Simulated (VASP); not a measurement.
# Ni (P6/mmm) in VASP: further runs

Runs on Ni. Level: LDA. Tasks: single point.

Everything below comes from runs of VASP 6.6.1. Logs are shortened: lines on timing, memory, paths and dates and some standing lists are left out, and cuts for length are marked.

## Step 1: The cell of the first run

It takes space group P6/mmm (No. 191, hexagonal). The conventional cell has a = 2.056 Å, b = 2.056 Å, c = 1.967 Å, α = 90.00°, β = 90.00°, γ = 120.00°. Within 2.6 Å of Ni (site symmetry 6/mmm) lie 8 Ni at 1.97 to 2.06 Å.

## Step 2: Single point, LDA, collinear spin, ferromagnetic start

Input file INCAR:

```
SYSTEM = Ni
PREC     = Accurate       ! precision mode
ENCUT    = 520            ! plane-wave cutoff, eV
EDIFF    = 1E-7           ! SCF threshold, eV
ISMEAR   = -1             ! smearing method
SIGMA    = 0.1            ! smearing width, eV
LREAL    = .FALSE.        ! projectors in reciprocal space
LASPH    = .TRUE.         ! aspherical terms in the spheres
NELM     = 150            ! most SCF steps
ALGO     = Normal         ! electronic algorithm
ISIF     = 2              ! what is computed and relaxed
LWAVE    = .FALSE.        ! write WAVECAR
LCHARG   = .TRUE.         ! write CHGCAR
ISPIN    = 2              ! spin polarisation
MAGMOM   = 1              ! initial moments
LORBIT   = 11             ! projections on sites
LMAXMIX  = 4              ! l up to which the mixer works
GGA      = CA             ! functional
LELF     = .TRUE.         ! ELF
LVHAR    = .TRUE.       
NBANDS   = 15             ! bands
```

Input file KPOINTS:

```
Automatic mesh
0
G
  21 21 20
  0 0 0
```

Input file POSCAR:

```
Ni
1.0
    2.0555641367      0.0000000000      0.0000000000
   -1.0277820683      1.7801707615      0.0000000000
    0.0000000000      0.0000000000      1.9667362822
Ni
1
Direct
    0.0000000000      0.0000000000      0.0000000000
```

Potentials or basis: VASP PAW LDA potentials, release 64 (Ni).

The run is started by

```
$ cat potpaw_LDA.64/Ni/POTCAR > POTCAR
$ mpirun -np 1 vasp_std > vasp.out
```

OUTCAR:

```text
SYSTEM = Ni
   PREC = Accurate
   ENCUT = 520
   EDIFF = 1E-7
   ISMEAR = -1
   LREAL = .FALSE.
   LASPH = .TRUE.
   NELM = 150
   ISIF = 2
   ISPIN = 2
   LORBIT = 11
   GGA = CA

 ion  position               nearest neighbor table
   1  0.000  0.000  0.000-

  LATTYP: Found a hexagonal cell.
 ALAT       =     2.0555641367
 C/A-ratio  =     0.9567866296

  Lattice vectors:

 A1 = (   2.0555641367,   0.0000000000,   0.0000000000)
 A2 = (  -1.0277820683,   1.7801707615,   0.0000000000)
 A3 = (   0.0000000000,   0.0000000000,   1.9667362822)

Analysis of symmetry for initial positions (statically):
=====================================================================
 Subroutine PRICEL returns:
 Original cell was already a primitive cell.

 Routine SETGRP: Setting up the symmetry group for a
 hexagonal supercell.

 Subroutine GETGRP returns: Found 24 space group operations
 (whereof 24 operations were pure point group operations)
 out of a pool of 24 trial point group operations.

The static configuration has the point symmetry D_6h.

Analysis of symmetry for dynamics (positions and initial velocities):
=====================================================================
 Subroutine PRICEL returns:
 Original cell was already a primitive cell.

 Routine SETGRP: Setting up the symmetry group for a
 hexagonal supercell.

 Subroutine GETGRP returns: Found 24 space group operations
 (whereof 24 operations were pure point group operations)
 out of a pool of 24 trial point group operations.

The dynamic configuration has the point symmetry D_6h.

Analysis of structural, dynamic, and magnetic symmetry:
=====================================================================
 Subroutine PRICEL returns:
 Original cell was already a primitive cell.

 Routine SETGRP: Setting up the symmetry group for a
 hexagonal supercell.

 Subroutine GETGRP returns: Found 24 space group operations
 (whereof 24 operations were pure point group operations)
 out of a pool of 24 trial point group operations.

The overall configuration has the point symmetry D_6h.

 Subroutine INISYM returns: Found 24 space group operations
 (whereof 24 operations are pure point group operations),
 and found     1 'primitive' translations

----------------------------------------------------------------------------------------

                                     Primitive cell

  volume of cell :       7.1968

  direct lattice vectors                    reciprocal lattice vectors
     2.055564137  0.000000000  0.000000000     0.486484456  0.280871931  0.000000000
    -1.027782068  1.780170761  0.000000000     0.000000000  0.561743863  0.000000000
     0.000000000  0.000000000  1.966736282     0.000000000  0.000000000  0.508456578

  length of vectors
     2.055564137  2.055564137  1.966736282     0.561743863  0.561743863  0.508456578

  position of ions in fractional coordinates (direct lattice)
     0.000000000  0.000000000  0.000000000

  ion indices of the primitive-cell ions
   primitive index   ion index
                 1           1

----------------------------------------------------------------------------------------

 KPOINTS: Automatic mesh

Automatic generation of k-mesh.
 Grid dimensions read from file:
 generate k-points for:   21   21   20

 Generating k-lattice:

  Cartesian coordinates                     Fractional coordinates (reciprocal lattice)
     0.023165926  0.013374854  0.000000000     0.047619048  0.000000000  0.000000000
     0.000000000  0.026749708  0.000000000     0.000000000  0.047619048  0.000000000
     0.000000000  0.000000000  0.025422829     0.000000000  0.000000000  0.050000000

  Length of vectors
     0.026749708  0.026749708  0.025422829

  Shift w.r.t. Gamma in fractional coordinates (k-lattice)
     0.000000000  0.000000000  0.000000000

 Subroutine IBZKPT returns following result:
 ===========================================

 Found    528 irreducible k-points:

 Following reciprocal coordinates:
            Coordinates               Weight
  0.000000  0.000000  0.000000      1.000000
  0.047619  0.000000  0.000000      6.000000
  0.095238  0.000000  0.000000      6.000000
  0.142857  0.000000  0.000000      6.000000
  0.190476  0.000000  0.000000      6.000000
  0.238095  0.000000  0.000000      6.000000
[... 16 lines left out ...]
  0.142857  0.095238  0.000000     12.000000
  0.190476  0.095238  0.000000     12.000000
 [... further k-points ...]
   k-points           NKPTS =    528   k-points in BZ     NKDIM =    528   number of bands    NBANDS=     15
   number of dos      NEDOS =    301   number of ions     NIONS =      1
   total plane-waves  NPLWV =   4096
   dimension x,y,z NGX =    16 NGY =   16 NGZ =   16
   dimension x,y,z NGXF=    32 NGYF=   32 NGZF=   32
   ions per type =               1
   NGX,Y,Z   is equivalent  to a cutoff of  12.94, 12.94, 13.52 a.u.
   NGXF,Y,Z  is equivalent  to a cutoff of  25.88, 25.88, 27.05 a.u.
 SYSTEM =  Ni
   PREC   = accura    normal or accurate (medium, high low for compatibility)
   ISTART =      0    job   : 0-new  1-cont  2-samecut
   ICHARG =      2    charge: 1-file 2-atom 10-const
   ISPIN  =      2    spin polarized calculation?
   LNONCOLLINEAR =      F non collinear calculations
   LSORBIT =      F    spin-orbit coupling
   LASPH  =      T    aspherical Exc in radial PAW
   ENCUT  =  520.0 eV  38.22 Ry    6.18 a.u.   3.82  3.82  3.66*2*pi/ulx,y,z
   NELM   =    150;   NELMIN=  2; NELMDL= -5     # of ELM steps
   EDIFF  = 0.1E-06   stopping-criterion for ELM
   LREAL  =      F    real-space projection
   EDIFFG = 0.1E-05   stopping-criterion for IOM
   NSW    =      0    number of steps for IOM
   IBRION =     -1    ionic relax: 0-MD 1-quasi-New 2-CG
   NFREE  =      0    steps in history (QN), initial steepest desc. (CG)
   ISIF   =      2    stress and relaxation
   ISYM   =      2    0-nonsym 1-usesym 2-fastsym
   POTIM  = 0.5000    time-step for ionic-motion
   TEBEG  =    0.0;   TEEND  =   0.0 temperature during run
   PSTRESS=    0.0 pullay stress
   NELECT =      10.0000    total number of electrons
   NUPDOWN=      -1.0000    fix difference up-down
   EMIN   =  10.00;   EMAX   =-10.00  energy-range for DOS
   EFERMI =   0.00;   METHOD = LEGACY
   ISMEAR =    -1;   SIGMA  =   0.10  broadening in eV -4-tet -1-fermi 0-gaus
   EFERMI_NEDOS =   21; number of points for ismear=-14 and -15
   IALGO  =     38    algorithm
   IMIX   =      4    mixing-type and parameters
     AMIX     =   0.40;   BMIX     =  1.00
     AMIX_MAG =   1.60;   BMIX_MAG =  1.00
  volume/ion in A,a.u.               =       7.20        48.57
  Fermi-wavevector in a.u.,A,eV,Ry     =   1.826818  3.452185 45.406221  3.337263
  Thomas-Fermi vector in A             =   2.882050
   LORBIT       =     11    0 simple, 1 ext, 2 COOP (PROOUT), +10 PAW based schemes
   GGA     = CA    functional components
   LHFCALC =     F    Hartree Fock is set to
   AEXX    =    0.0000 exact exchange contribution
   IVDW    =     0    specifies the selected vdW correction
   LEPSILON=     F    determine dielectric tensor
   LRPA    =     F    only Hartree local field effects (RPA)
 spin polarized calculation
  energy-cutoff  :      520.00
  volume of cell :        7.20
 maximum number of plane-waves:       205
 NGX is ok and might be reduce to    16

 number of electron      10.0000000 magnetization       1.0000000

 number of electron       9.9999990 magnetization      -0.0005966

 number of electron       9.9999990 magnetization       0.0002006

 Free energy of the ion-electron system (eV)
  ---------------------------------------------------
  ext. energy  EPLUGINS =         0.00000000
  ---------------------------------------------------
  free energy    TOTEN  =        -4.42393372 eV

  energy without entropy =       -4.38746823  energy(sigma->0) =       -4.40570098

 E-fermi :  16.5990     XC(G=0): -16.1690

 val. band max:       16.5979272803   @ k =   0.3810   0.0000   0.3000
 cond. band min:      16.5996104729   @ k =   0.2381   0.0000   0.0500
 fundamental gap:      0.0016831926
 Fermi energy:        16.5989970954

 spin component 1

 k-point     1 :       0.0000    0.0000    0.0000
  band No.  band energies     occupation
      1       4.4531      1.00000
      2       9.8077      1.00000
      3      12.9574      1.00000
      4      12.9574      1.00000
      5      16.8851      0.05410
      6      16.8851      0.05410
      7      42.2003      0.00000
      8      43.9711      0.00000
      9      50.2448      0.00000
     10      52.9240      0.00000
     11      52.9240      0.00000
     12      55.0408      0.00000
     13      55.0408      0.00000
     14      61.0599      0.00000
[... 401 lines left out ...]
      2      10.6377      1.00000
      3      11.6923      1.00000
      4      15.0392      1.00000
      5      15.6334      0.99994
      6      16.5874      0.52901
      7      36.3682      0.00000
      8      40.7471      0.00000
      9      46.7733      0.00000
     10      49.7092      0.00000
     11      51.5374      0.00000
     12      60.5230      0.00000
     13      62.6571      0.00000
     14      66.9121      0.00000
     15      69.4067      0.00000

 [... further k-points ...]

 spin component 2

 k-point     1 :       0.0000    0.0000    0.0000
  band No.  band energies     occupation
      1       4.4531      1.00000
      2       9.8078      1.00000
      3      12.9576      1.00000
      4      12.9576      1.00000
      5      16.8854      0.05397
      6      16.8854      0.05397
      7      42.2003      0.00000
      8      43.9710      0.00000
      9      50.2449      0.00000
     10      52.9240      0.00000
     11      52.9240      0.00000
     12      55.0409      0.00000
     13      55.0409      0.00000
     14      61.0604      0.00000
[... 401 lines left out ...]
      2      10.6378      1.00000
      3      11.6925      1.00000
      4      15.0394      1.00000
      5      15.6336      0.99994
      6      16.5876      0.52838
      7      36.3682      0.00000
      8      40.7472      0.00000
      9      46.7733      0.00000
     10      49.7093      0.00000
     11      51.5375      0.00000
     12      60.5233      0.00000
     13      62.6575      0.00000
     14      66.9121      0.00000
     15      69.4067      0.00000

 [... further k-points ...]

------------------------ aborting loop because EDIFF is reached ----------------------------------------

  FORCE on cell =-STRESS in cart. coord.  units (eV):
  Direction    XX          YY          ZZ          XY          YZ          ZX
  --------------------------------------------------------------------------------------
  -------------------------------------------------------------------------------------
  Total       10.3332680     10.3332680     10.1713606      0.0000000      0.0000000      0.0000000
  in kB     2300.4322570   2300.4322571   2264.3878134      0.0000001      0.0000000      0.0000000
  external PRESSURE =    2288.4174425 kB  Pullay stress =       0.0000000 kB

 VOLUME and BASIS-vectors are now :
 -----------------------------------------------------------------------------
  energy-cutoff  :      520.00
  volume of cell :        7.20
      direct lattice vectors                 reciprocal lattice vectors
     2.055564137  0.000000000  0.000000000     0.486484456  0.280871931  0.000000000
    -1.027782068  1.780170761  0.000000000     0.000000000  0.561743863  0.000000000
     0.000000000  0.000000000  1.966736282     0.000000000  0.000000000  0.508456578

 POSITION                                       TOTAL-FORCE (eV/Angst)
 -----------------------------------------------------------------------------------
      0.00000      0.00000      0.00000        -0.000000      0.000000      0.000000
 -----------------------------------------------------------------------------------
    total drift:                               -0.000000      0.000000      0.000000

  FREE ENERGIE OF THE ION-ELECTRON SYSTEM (eV)
  ---------------------------------------------------
  free  energy   TOTEN  =        -4.4239337229 eV

  energy  without entropy=       -4.3874682346  energy(sigma->0) =       -4.40570098

 total charge

# of ion       s       p       d       tot
------------------------------------------
    1        0.774   0.978   8.815  10.567

 magnetization (x)

# of ion       s       p       d       tot
------------------------------------------
    1       -0.000  -0.000   0.000   0.000
```

Run time: 84 s. Hardware: 1 thread of Intel Xeon Platinum 8488C (Sapphire Rapids), shared host; peak memory 0.19 GiB.

What came out:

* Free energy: -4.4239 eV
* Pressure: 228.8 GPa
* Band gap on the k mesh: zero (filled and empty bands overlap)
* Net moment: 0.00 μB per cell

Stress tensor (GPa, compression positive):
```
230.04   0.00   0.00
  0.00 230.04   0.00
  0.00   0.00 226.44
```

## Step 3: Single point, LDA, collinear spin, ferromagnetic start

Input file INCAR:

```
PREC = Accurate
ENCUT = 520
EDIFF = 1E-6
ISMEAR = -1
SIGMA = 0.1
LREAL = F
LASPH = T
NELM = 150
ALGO = Normal
ISIF = 2
LWAVE = F
LCHARG = F
ISPIN = 2
MAGMOM = 1
LORBIT = 11
LMAXMIX = 4
GGA = CA
NBANDS = 15
```

Input file KPOINTS:

```
regular mesh
0
Gamma
  21 21 20
```

Input file POSCAR:

```
Ni
1.0
    2.0558988519      0.0000000000      0.0000000000
   -1.0279494259      1.7804606334      0.0000000000
    0.0000000000      0.0000000000      1.9679881235
Ni
1
Direct
    0.0000000000      0.0000000000      0.0000000000
```

Potentials or basis: VASP PAW LDA potentials, release 64 (Ni).

The run is started by

```
$ cat potpaw_LDA.64/Ni/POTCAR > POTCAR
$ mpirun -np 1 vasp_std > vasp.out
```

Wall time 70 s (1 thread of Intel Xeon Platinum 8488C (Sapphire Rapids), shared host); peak memory 0.19 GiB.

Results (log left out):

| Property | Result |
| --- | --- |
| Free energy | -4.4338 eV |
| Pressure | 227.8 GPa |
| Band gap on the k mesh | zero (filled and empty bands overlap) |
| Net moment | 0.00 μB per cell |

Stress tensor (GPa, compression positive):
```
229.26   0.00   0.00
  0.00 229.26   0.00
  0.00   0.00 224.85
```

Levels at points of the mesh, in eV from the Fermi level:
Spin up:
| k point | band 2 | band 3 | band 4 | band 5 | band 6 | band 7 | band 8 | band 9 |
| --- | --- | --- | --- | --- | --- | --- | --- | --- |
| (0.00, 0.00, 0.00) | -6.78 | -3.64 | -3.64 | 0.29 | 0.29 | 25.56 | 27.38 | 33.61 |
| (0.00, 0.00, 0.50) | -3.06 | -3.05 | -3.05 | -1.81 | -1.81 | 7.42 | 33.86 | 37.83 |
Spin down:
```csv
k point,band 3,band 4,band 5,band 6,band 7,band 8
"(0.00, 0.00, 0.00)",-3.64,-3.64,0.29,0.29,25.56,27.38
"(0.00, 0.00, 0.50)",-3.05,-3.05,-1.81,-1.81,7.42,33.86
```

## Step 4: Single point, LDA, collinear spin, ferromagnetic start

This run uses another cell than the first one: it holds 3 atoms, not 1.

Input file INCAR:

```
SYSTEM = Ni
PREC     = Accurate       ! precision mode
ENCUT    = 520            ! plane-wave cutoff, eV
EDIFF    = 1E-7           ! SCF threshold, eV
ISMEAR   = -1             ! smearing method
SIGMA    = 0.1            ! smearing width, eV
LREAL    = .False.        ! projectors in reciprocal space
LASPH    = .True.         ! aspherical terms in the spheres
NELM     = 150            ! most SCF steps
ALGO     = Normal         ! electronic algorithm
ISIF     = 2              ! what is computed and relaxed
LWAVE    = .False.        ! write WAVECAR
LCHARG   = .False.        ! write CHGCAR
ISPIN    = 2              ! spin polarisation
MAGMOM   = 1 1 1          ! initial moments
LORBIT   = 11             ! projections on sites
LMAXMIX  = 4              ! l up to which the mixer works
NBANDS   = 26             ! bands
```

Input file KPOINTS:

```
Automatic mesh
0
Gamma
  11 11 15
  0 0 0
```

Input file POSCAR:

```
Ni
1.0
    3.4321329161      0.0000000000      0.0000000000
   -1.7160664581      2.9723142945      0.0000000000
    0.0000000000      0.0000000000      2.0493715112
Ni
3
Direct
    0.0000000000      0.0000000000      0.0000000000
    0.3333333333      0.6666666667      0.5000000000
    0.6666666667      0.3333333333      0.5000000000
```

The run is started by

```
$ cat potpaw_LDA.64/Ni/POTCAR > POTCAR
$ mpirun -np 1 vasp_std > vasp.out
```

Run time: 2.9 min. Hardware: 1 thread of Intel Xeon Platinum 8488C (Sapphire Rapids), shared host; peak memory 0.2 GiB.

The run converged. Its results:

* Free energy: -14.5932 eV
* Pressure: 229.5 GPa
* Band gap on the k mesh: zero (filled and empty bands overlap)
* Net moment: 0.00 μB per cell

Stress tensor (GPa, compression positive):
```
229.25   0.00   0.00
  0.00 229.25   0.00
  0.00   0.00 229.86
```

Levels at points of the mesh, in eV from the Fermi level:
Spin up:
```tsv
k point	band 11	band 12	band 13	band 14	band 15	band 16	band 17	band 18	band 19	band 20
(0.00, 0.00, 0.00)	-1.98	-1.98	-1.89	-1.89	0.23	0.23	8.92	8.92	8.92	8.92
```
Spin down:
```tsv
k point	band 13	band 14	band 15	band 16	band 17	band 18
(0.00, 0.00, 0.00)	-1.89	-1.89	0.23	0.23	8.92	8.92
```

(Part 1 of 2 ends here.)
